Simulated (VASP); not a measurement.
# C (Fd-3m) in VASP: notebook

C is run at these levels: r2SCAN; tasks: single point.

Everything below comes from runs of VASP 6.6.1. Logs are shortened: lines on timing, memory, paths and dates and some standing lists are left out, and cuts for length are marked.

**1. The cell of the first run**

It takes space group Fd-3m (No. 227, cubic). The conventional cell has a = 3.382 Å, b = 3.382 Å, c = 3.382 Å, α = 90.00°, β = 90.00°, γ = 90.00°. Within 2.0 Å of C (site symmetry -43m) lie 4 C at 1.46 Å.

**2. Single point, r2SCAN (strain -0.050 along x and y, -0.050 along z)**

POSCAR reads:

```
C
1.0
    0.0000000000      1.6911346216      1.6911346216
    1.6911346216      0.0000000000      1.6911346216
    1.6911346216      1.6911346216      0.0000000000
C
2
Direct
    0.5000000000      0.5000000000      0.5000000000
    0.7500000000      0.7500000000      0.7500000000
```

INCAR.step1 reads:

```
PREC = Accurate ; ENCUT = 520
ISMEAR = 0 ; SIGMA = 0.05
LREAL = F ; LASPH = T
NELM = 100 ; NBANDS = 11
GGA = PE ; ALGO = Normal
EDIFF = 1E-4 ; LWAVE = T
LCHARG = F
```

INCAR.step2 reads:

```
PREC = Accurate ; ENCUT = 520
EDIFF = 1E-6 ; ISMEAR = 0
SIGMA = 0.05 ; LREAL = F
LASPH = T ; NELM = 100
ALGO = Normal ; ISIF = 2
LWAVE = F ; LCHARG = T
METAGGA = R2SCAN ; LMIXTAU = T
LELF = T ; LVHAR = T
NBANDS = 11 ; ISTART = 1
```

KPOINTS reads:

```
regular mesh
0
Gamma
  12 12 12
```

Potentials or basis: VASP PAW PBE potentials, release 64 (C).

On the command line:

```console
$ cat potpaw_PBE.64/C/POTCAR > POTCAR
$ cp INCAR.step1 INCAR
$ mpirun -np 1 vasp_std > vasp.out
$ cp INCAR.step2 INCAR
$ mpirun -np 1 vasp_std > vasp.out
```

OUTCAR:

```text
PREC = Accurate
   ENCUT = 520
   EDIFF = 1E-6
   ISMEAR = 0
   LREAL = F
   LASPH = T
   NELM = 100
   ISIF = 2
   METAGGA = R2SCAN
   ISTART = 1

 ion  position               nearest neighbor table
   1  0.500  0.500  0.500-   2 1.46   2 1.46   2 1.46   2 1.46
   2  0.750  0.750  0.750-   1 1.46   1 1.46   1 1.46   1 1.46

  LATTYP: Found a face centered cubic cell.
 ALAT       =     3.3822692432

  Lattice vectors:

 A1 = (   0.0000000000,   1.6911346216,   1.6911346216)
 A2 = (   1.6911346216,   0.0000000000,   1.6911346216)
 A3 = (   1.6911346216,   1.6911346216,   0.0000000000)

Analysis of symmetry for initial positions (statically):
=====================================================================
 Subroutine PRICEL returns:
 Original cell was already a primitive cell.

 Routine SETGRP: Setting up the symmetry group for a
 face centered cubic supercell.

 Subroutine GETGRP returns: Found 48 space group operations
 (whereof 24 operations were pure point group operations)
 out of a pool of 48 trial point group operations.

The static configuration has the point symmetry T_d .
 The point group associated with its full space group is O_h .

Analysis of symmetry for dynamics (positions and initial velocities):
=====================================================================
 Subroutine PRICEL returns:
 Original cell was already a primitive cell.

 Routine SETGRP: Setting up the symmetry group for a
 face centered cubic supercell.

 Subroutine GETGRP returns: Found 48 space group operations
 (whereof 24 operations were pure point group operations)
 out of a pool of 48 trial point group operations.

The dynamic configuration has the point symmetry T_d .
 The point group associated with its full space group is O_h .

 Subroutine INISYM returns: Found 48 space group operations
 (whereof 24 operations are pure point group operations),
 and found     1 'primitive' translations

----------------------------------------------------------------------------------------

                                     Primitive cell

  volume of cell :       9.6731

  direct lattice vectors                    reciprocal lattice vectors
     0.000000000  1.691134622  1.691134622    -0.295659490  0.295659490  0.295659490
     1.691134622  0.000000000  1.691134622     0.295659490 -0.295659490  0.295659490
     1.691134622  1.691134622  0.000000000     0.295659490  0.295659490 -0.295659490

  length of vectors
     2.391625518  2.391625518  2.391625518     0.512097259  0.512097259  0.512097259

  position of ions in fractional coordinates (direct lattice)
     0.500000000  0.500000000  0.500000000
     0.750000000  0.750000000  0.750000000

  ion indices of the primitive-cell ions
   primitive index   ion index
                 1           1
                 2           2

----------------------------------------------------------------------------------------

 KPOINTS: regular mesh

Automatic generation of k-mesh.
 Grid dimensions read from file:
 generate k-points for:   12   12   12

 Generating k-lattice:

  Cartesian coordinates                     Fractional coordinates (reciprocal lattice)
    -0.024638291  0.024638291  0.024638291     0.083333333  0.000000000  0.000000000
     0.024638291 -0.024638291  0.024638291     0.000000000  0.083333333  0.000000000
     0.024638291  0.024638291 -0.024638291     0.000000000  0.000000000  0.083333333

  Length of vectors
     0.042674772  0.042674772  0.042674772

  Shift w.r.t. Gamma in fractional coordinates (k-lattice)
     0.000000000  0.000000000  0.000000000

 Subroutine IBZKPT returns following result:
 ===========================================

 Found     72 irreducible k-points:

 Following reciprocal coordinates:
            Coordinates               Weight
  0.000000  0.000000  0.000000      1.000000
  0.083333  0.000000  0.000000      8.000000
  0.166667  0.000000  0.000000      8.000000
  0.250000  0.000000  0.000000      8.000000
  0.333333  0.000000  0.000000      8.000000
  0.416667  0.000000  0.000000      8.000000
[... 16 lines left out ...]
  0.500000  0.166667  0.000000     24.000000
 -0.416667  0.166667  0.000000     24.000000
 [... further k-points ...]
   k-points           NKPTS =     72   k-points in BZ     NKDIM =     72   number of bands    NBANDS=     11
   number of dos      NEDOS =    301   number of ions     NIONS =      2
   total plane-waves  NPLWV =   5832
   dimension x,y,z NGX =    18 NGY =   18 NGZ =   18
   dimension x,y,z NGXF=    36 NGYF=   36 NGZF=   36
   ions per type =               2
   NGX,Y,Z   is equivalent  to a cutoff of  12.51, 12.51, 12.51 a.u.
   NGXF,Y,Z  is equivalent  to a cutoff of  25.02, 25.02, 25.02 a.u.
 SYSTEM =  unknown system
   PREC   = accura    normal or accurate (medium, high low for compatibility)
   ISTART =      1    job   : 0-new  1-cont  2-samecut
   ICHARG =      0    charge: 1-file 2-atom 10-const
   ISPIN  =      1    spin polarized calculation?
[... 65 lines left out ...]
      3      12.1695      2.00000
      4      12.1695      2.00000
      5      18.4450      0.00000
      6      18.4450      0.00000
      7      18.4450      0.00000
      8      30.0013      0.00000
      9      34.9097      0.00000
     10      41.4107      0.00000
     11      41.4107      0.00000

 k-point     2 :       0.0833    0.0000    0.0000
  band No.  band energies     occupation
      1     -12.6343      2.00000
      2      10.6698      2.00000
      3      11.7584      2.00000
      4      11.7584      2.00000
      5      18.9827      0.00000
      6      18.9827      0.00000
      7      19.4327      0.00000
      8      30.0555      0.00000
      9      35.2682      0.00000
     10      39.0702      0.00000
     11      39.0702      0.00000

 k-point     3 :       0.1667    0.0000    0.0000
  band No.  band energies     occupation
      1     -11.9668      2.00000
      2       7.6561      2.00000
      3      10.8854      2.00000
      4      10.8854      2.00000
      5      20.1215      0.00000
      6      20.1215      0.00000
      7      21.0081      0.00000
      8      30.1970      0.00000
      9      36.0103      0.00000
     10      37.2336      0.00000
     11      37.2336      0.00000

 k-point     4 :       0.2500    0.0000    0.0000
  band No.  band energies     occupation
      1     -10.8622      2.00000
      2       4.3212      2.00000
      3      10.0028      2.00000
      4      10.0028      2.00000
      5      21.1263      0.00000
      6      21.1263      0.00000
      7      22.2423      0.00000
      8      30.3545      0.00000
      9      36.5367      0.00000
     10      36.8523      0.00000
     11      36.8523      0.00000

 k-point     5 :       0.3333    0.0000    0.0000
  band No.  band energies     occupation
      1      -9.3387      2.00000
      2       1.0609      2.00000
      3       9.3105      2.00000
      4       9.3105      2.00000
      5      21.6208      0.00000
      6      21.6208      0.00000
      7      23.0552      0.00000
      8      30.4299      0.00000
      9      36.9617      0.00000
     10      38.0546      0.00000
     11      38.0546      0.00000
[... 211 lines left out ...]
 k-point    21 :       0.3333    0.1667    0.0000
  band No.  band energies     occupation
      1      -9.6219      2.00000
      2       3.6090      2.00000
      3       7.4186      2.00000
      4       8.1209      2.00000
      5      19.0583      0.00000
      6      24.9734      0.00000
      7      25.1015      0.00000
      8      25.9966      0.00000
      9      37.1237      0.00000
     10      37.7591      0.00000
     11      42.4041      0.00000

 k-point    22 :       0.4167    0.1667    0.0000
  band No.  band energies     occupation
      1      -7.9827      2.00000
      2       0.6062      2.00000
      3       7.0912      2.00000
      4       7.1638      2.00000
      5      19.7706      0.00000
      6      25.0270      0.00000
      7      25.7576      0.00000
      8      27.0967      0.00000
      9      36.7434      0.00000
     10      39.1332      0.00000
     11      43.2538      0.00000

 k-point    23 :       0.5000    0.1667    0.0000
  band No.  band energies     occupation
      1      -6.0649      2.00000
      2      -2.0858      2.00000
      3       6.2146      2.00000
      4       7.2803      2.00000
      5      20.2114      0.00000
      6      24.6131      0.00000
      7      26.1478      0.00000
      8      29.0343      0.00000
      9      35.6573      0.00000
     10      40.7890      0.00000
     11      42.4793      0.00000

 k-point    24 :      -0.4167    0.1667    0.0000
  band No.  band energies     occupation
      1      -5.4998      2.00000
      2      -2.7531      2.00000
      3       5.6147      2.00000
      4       7.7501      2.00000
      5      20.7329      0.00000
      6      23.9985      0.00000
      7      26.1595      0.00000
      8      30.6089      0.00000
      9      34.8286      0.00000
     10      39.3862      0.00000
     11      41.6291      0.00000

 [... further k-points ...]

------------------------ aborting loop because EDIFF is reached ----------------------------------------

  FORCE on cell =-STRESS in cart. coord.  units (eV):
  Direction    XX          YY          ZZ          XY          YZ          ZX
  --------------------------------------------------------------------------------------
  -------------------------------------------------------------------------------------
  Total        5.6414406      5.6414406      5.6414406     -0.0000000     -0.0000000      0.0000000
  in kB      934.4069658    934.4069658    934.4069658     -0.0000000     -0.0000000      0.0000000
  external PRESSURE =     934.4069658 kB  Pullay stress =       0.0000000 kB

 VOLUME and BASIS-vectors are now :
 -----------------------------------------------------------------------------
  energy-cutoff  :      520.00
  volume of cell :        9.67
      direct lattice vectors                 reciprocal lattice vectors
     0.000000000  1.691134622  1.691134622    -0.295659490  0.295659490  0.295659490
     1.691134622  0.000000000  1.691134622     0.295659490 -0.295659490  0.295659490
     1.691134622  1.691134622  0.000000000     0.295659490  0.295659490 -0.295659490

 POSITION                                       TOTAL-FORCE (eV/Angst)
 -----------------------------------------------------------------------------------
      1.69113      1.69113      1.69113        -0.000000      0.000000      0.000000
      2.53670      2.53670      2.53670         0.000000     -0.000000      0.000000
 -----------------------------------------------------------------------------------
    total drift:                                0.000000     -0.000000      0.000000

  FREE ENERGIE OF THE ION-ELECTRON SYSTEM (eV)
  ---------------------------------------------------
  free  energy   TOTEN  =       -19.2304590475 eV

  energy  without entropy=      -19.2304590475  energy(sigma->0) =      -19.23045905
```

Wall time 12 s (1 thread of Intel Xeon 6975P-C (Granite Rapids), shared host); peak memory 0.11 GiB.

Results:

```yaml
Free_energy: -19.2305 eV
Pressure: 93.4 GPa
Band_gap_on_the_k_mesh: 4.73 eV (least direct gap 6.28 eV)
```

Caveat: the cell differs from its parent crystal (strain -0.050 along x and y, -0.050 along z); the cell stands under pressure; the PAW data sets were made with another functional, which shifts forces and pressure a little. A k mesh can miss the band edges.

**3. Single point, r2SCAN (strain -0.025 along x and y, -0.025 along z)**

POSCAR reads:

```
C
1.0
    0.0000000000      1.7356381642      1.7356381642
    1.7356381642      0.0000000000      1.7356381642
    1.7356381642      1.7356381642      0.0000000000
C
2
Direct
    0.5000000000      0.5000000000      0.5000000000
    0.7500000000      0.7500000000      0.7500000000
```

INCAR.step1 reads:

```
PREC     = Accurate       # precision mode
ENCUT    = 520            # plane-wave cutoff, eV
ISMEAR   = 0              # smearing method
SIGMA    = 0.05           # smearing width, eV
LREAL    = False          # projectors in reciprocal space
LASPH    = True           # aspherical terms in the spheres
NELM     = 60             # most SCF steps
NBANDS   = 11             # bands
GGA      = PE             # functional
ALGO     = Normal         # electronic algorithm
EDIFF    = 1E-4           # SCF threshold, eV
LWAVE    = True           # write WAVECAR
LCHARG   = False          # write CHGCAR
```

INCAR.step2 reads:

```
PREC     = Accurate       # precision mode
ENCUT    = 520            # plane-wave cutoff, eV
EDIFF    = 1E-7           # SCF threshold, eV
ISMEAR   = 0              # smearing method
SIGMA    = 0.05           # smearing width, eV
LREAL    = False          # projectors in reciprocal space
LASPH    = True           # aspherical terms in the spheres
NELM     = 60             # most SCF steps
ALGO     = Normal         # electronic algorithm
ISIF     = 2              # what is computed and relaxed
LWAVE    = False          # write WAVECAR
LCHARG   = False          # write CHGCAR
METAGGA  = R2SCAN         # meta-GGA
LMIXTAU  = True         
NBANDS   = 11             # bands
ISTART   = 1
```

KPOINTS reads:

```
Automatic mesh
0
Gamma
  12 12 12
```

Potentials or basis: VASP PAW PBE potentials, release 64 (C).

On the command line:

```console
$ cat potpaw_PBE.64/C/POTCAR > POTCAR
$ cp INCAR.step1 INCAR
$ mpirun -np 1 vasp_std > vasp.out
$ cp INCAR.step2 INCAR
$ mpirun -np 1 vasp_std > vasp.out
```

Wall time 14 s (1 thread of Intel Xeon 6975P-C (Granite Rapids), shared host); peak memory 0.11 GiB.

Results (log left out):

```yaml
Free_energy: -19.5534 eV
Pressure: 40.8 GPa
Band_gap_on_the_k_mesh: 4.54 eV (least direct gap 6.06 eV)
```

Levels at points of the mesh, in eV from the valence-band top:
| k point | band 1 | band 2 | band 3 | band 4 | band 5 | band 6 | band 7 | band 8 | band 9 |
| --- | --- | --- | --- | --- | --- | --- | --- | --- | --- |
| (0.00, 0.00, 0.00) | -23.85 | 0.00 | 0.00 | 0.00 | 6.06 | 6.06 | 6.06 | 15.82 | 21.55 |
| (0.50, 0.00, 0.00) | -17.42 | -15.00 | -3.20 | -3.20 | 9.22 | 9.22 | 10.31 | 17.48 | 24.51 |
| (0.50, 0.50, 0.00) | -14.20 | -14.20 | -7.19 | -7.19 | 5.18 | 5.18 | 19.20 | 19.20 | 26.29 |

Caveat: the cell differs from its parent crystal (strain -0.025 along x and y, -0.025 along z); the cell stands under pressure; the PAW data sets were made with another functional, which shifts forces and pressure a little.

**4. Single point, r2SCAN (strain +0.025 along x and y, +0.025 along z)**

POSCAR reads:

```
C
1.0
    0.0000000000      1.8246452496      1.8246452496
    1.8246452496      0.0000000000      1.8246452496
    1.8246452496      1.8246452496      0.0000000000
C
2
Direct
    0.5000000000      0.5000000000      0.5000000000
    0.7500000000      0.7500000000      0.7500000000
```

INCAR.step1 reads:

```
SYSTEM = C
PREC     = Accurate       ! precision mode
ENCUT    = 520            ! plane-wave cutoff, eV
ISMEAR   = 0              ! smearing method
SIGMA    = 0.05           ! smearing width, eV
LREAL    = .FALSE.        ! projectors in reciprocal space
LASPH    = .TRUE.         ! aspherical terms in the spheres
NELM     = 60             ! most SCF steps
NBANDS   = 11             ! bands
GGA      = PE             ! functional
ALGO     = Normal         ! electronic algorithm
EDIFF    = 1E-4           ! SCF threshold, eV
LWAVE    = .TRUE.         ! write WAVECAR
LCHARG   = .FALSE.        ! write CHGCAR
```

INCAR.step2 reads:

```
SYSTEM = C
PREC     = Accurate       ! precision mode
ENCUT    = 520            ! plane-wave cutoff, eV
EDIFF    = 1E-7           ! SCF threshold, eV
ISMEAR   = 0              ! smearing method
SIGMA    = 0.05           ! smearing width, eV
LREAL    = .FALSE.        ! projectors in reciprocal space
LASPH    = .TRUE.         ! aspherical terms in the spheres
NELM     = 60             ! most SCF steps
ALGO     = Normal         ! electronic algorithm
ISIF     = 2              ! what is computed and relaxed
LWAVE    = .FALSE.        ! write WAVECAR
LCHARG   = .FALSE.        ! write CHGCAR
METAGGA  = R2SCAN         ! meta-GGA
LMIXTAU  = .TRUE.       
NBANDS   = 11             ! bands
ISTART   = 1
```

KPOINTS reads:

```
regular mesh
0
G
  12 12 12
  0 0 0
```

On the command line:

```console
$ cat potpaw_PBE.64/C/POTCAR > POTCAR
$ cp INCAR.step1 INCAR
$ mpirun -np 1 vasp_std > vasp.out
$ cp INCAR.step2 INCAR
$ mpirun -np 1 vasp_std > vasp.out
```

It took 17 s on 1 thread of Intel Xeon 6975P-C (Granite Rapids), shared host; peak memory 0.12 GiB.

The run converged. Its results:

| Quantity | Value |
| --- | --- |
| Free energy | -19.5806 eV |
| Pressure | -28.3 GPa |
| Band gap on the k mesh | 4.18 eV (least direct gap 5.65 eV) |

Levels at points of the mesh, in eV from the valence-band top:
| k point | band 1 | band 2 | band 3 | band 4 | band 5 | band 6 | band 7 | band 8 |
| --- | --- | --- | --- | --- | --- | --- | --- | --- |
| (0.00, 0.00, 0.00) | -21.77 | 0.00 | 0.00 | 0.00 | 5.65 | 5.65 | 5.65 | 12.21 |
| (0.50, 0.00, 0.00) | -16.21 | -13.29 | -2.80 | -2.80 | 8.18 | 8.58 | 8.58 | 16.01 |
| (0.50, 0.50, 0.00) | -13.10 | -13.10 | -6.24 | -6.24 | 4.84 | 4.84 | 16.81 | 16.81 |

Caveat: the cell differs from its parent crystal (strain +0.025 along x and y, +0.025 along z); the cell stands under tension; the PAW data sets were made with another functional, which shifts forces and pressure a little.

**5. Single point, r2SCAN (strain +0.050 along x and y, +0.050 along z)**

POSCAR reads:

```
C
1.0
    0.0000000000      1.8691487922      1.8691487922
    1.8691487922      0.0000000000      1.8691487922
    1.8691487922      1.8691487922      0.0000000000
C
2
Direct
    0.5000000000      0.5000000000      0.5000000000
    0.7500000000      0.7500000000      0.7500000000
```

INCAR.step1 reads:

```
  PREC = Accurate
  ENCUT = 520
  ISMEAR = 0
  SIGMA = 0.05
  LREAL = False
  LASPH = True
  NELM = 80
  NBANDS = 11
  GGA = PE
  ALGO = Normal
  EDIFF = 1E-4
  LWAVE = True
  LCHARG = False
```

INCAR.step2 reads:

```
  PREC = Accurate
  ENCUT = 520
  EDIFF = 1E-6
  ISMEAR = 0
  SIGMA = 0.05
  LREAL = False
  LASPH = True
  NELM = 80
  ALGO = Normal
  ISIF = 2
  LWAVE = False
  LCHARG = True
  METAGGA = R2SCAN
  LMIXTAU = True
  LELF = True
  LVHAR = True
  NBANDS = 11
  ISTART = 1
```

KPOINTS reads:

```
regular mesh
0
Gamma
  12 12 12
```

On the command line:

```console
$ cat potpaw_PBE.64/C/POTCAR > POTCAR
$ cp INCAR.step1 INCAR
$ mpirun -np 1 vasp_std > vasp.out
$ cp INCAR.step2 INCAR
$ mpirun -np 1 vasp_std > vasp.out
```

Wall time 14 s (1 thread of Intel Xeon 6975P-C (Granite Rapids), shared host); peak memory 0.12 GiB.

Results (log left out):

```yaml
Free_energy: -19.3569 eV
Pressure: -49.6 GPa
Band_gap_on_the_k_mesh: 4.02 eV (least direct gap 5.45 eV)
```

Levels at points of the mesh, in eV from the valence-band top:
```csv
k point,band 1,band 2,band 3,band 4,band 5,band 6,band 7,band 8,band 9
"(0.00, 0.00, 0.00)",-20.84,0.00,0.00,0.00,5.45,5.45,5.45,10.60,18.56
"(0.50, 0.00, 0.00)",-15.67,-12.55,-2.61,-2.61,7.23,8.27,8.27,15.27,21.18
"(0.50, 0.50, 0.00)",-12.63,-12.63,-5.82,-5.82,4.67,4.67,15.75,15.75,22.03
```

Caveat: the cell differs from its parent crystal (strain +0.050 along x and y, +0.050 along z); the cell stands under tension; the PAW data sets were made with another functional, which shifts forces and pressure a little.

**6. Summary**

```csv
cell,gap on the mesh (eV),pressure (GPa)
"a = 2.392 Å, angles 60.0°, 2 atoms",4.73,93.4
"a = 2.455 Å, angles 60.0°, 2 atoms",4.54,40.8
"a = 2.580 Å, angles 60.0°, 2 atoms",4.18,-28.3
"a = 2.643 Å, angles 60.0°, 2 atoms",4.02,-49.6
```

Alike in all rows: task single point; level r2SCAN; potentials or basis VASP PAW PBE potentials, release 64 (C); no spin polarisation; k mesh 12 × 12 × 12; cutoff (eV) 520; smearing gaussian 0.05 eV.

Caveats: the PAW data sets were made with another functional, which shifts forces and pressure a little; the cell stands under pressure (at least some runs); the cell stands under tension (at least some runs).

Total energies depend on the potentials used, so only differences within one code and one set of settings carry meaning.
